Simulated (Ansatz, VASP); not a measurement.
# One calculation of GaN, two programs

```
Ga N
1.0
     3.21837    0.00000    0.00000
    -1.60919    2.78719    0.00000
     0.00000    0.00000    5.24317
Ga N
2 2
Direct
  0.66667 0.33333 0.49913
  0.33333 0.66667 0.99913
  0.66667 0.33333 0.87587
  0.33333 0.66667 0.37587
```

Alike in both runs: functional PBE; k mesh 12 × 12 × 6; occupations gaussian, width 0.02 eV; no spin polarisation.

Ansatz relaxed the structure, and its values are those at the end. VASP's run is a single point on that final structure, the one shown.

|  | VASP | Ansatz |
| --- | --- | --- |
| version | VASP 6.6.1 | Ansatz 0.2.0 |
| potentials or method | VASP PAW PBE potentials, release 64 (Ga_d, N), cutoff 520 eV | scalar-relativistic, plane waves, PAW |
| valence electrons in the cell | 36 | 36 |

|  | VASP | Ansatz | Ansatz less VASP |
| --- | --- | --- | --- |
| gap on the k mesh at the Fermi level (eV) | 1.72 | 1.71 | -0.005 |
| least direct gap on the mesh (eV) | 1.72 | 1.71 | -0.005 |
| pressure (GPa) | 0.1 | 0.0 | -0.11 |
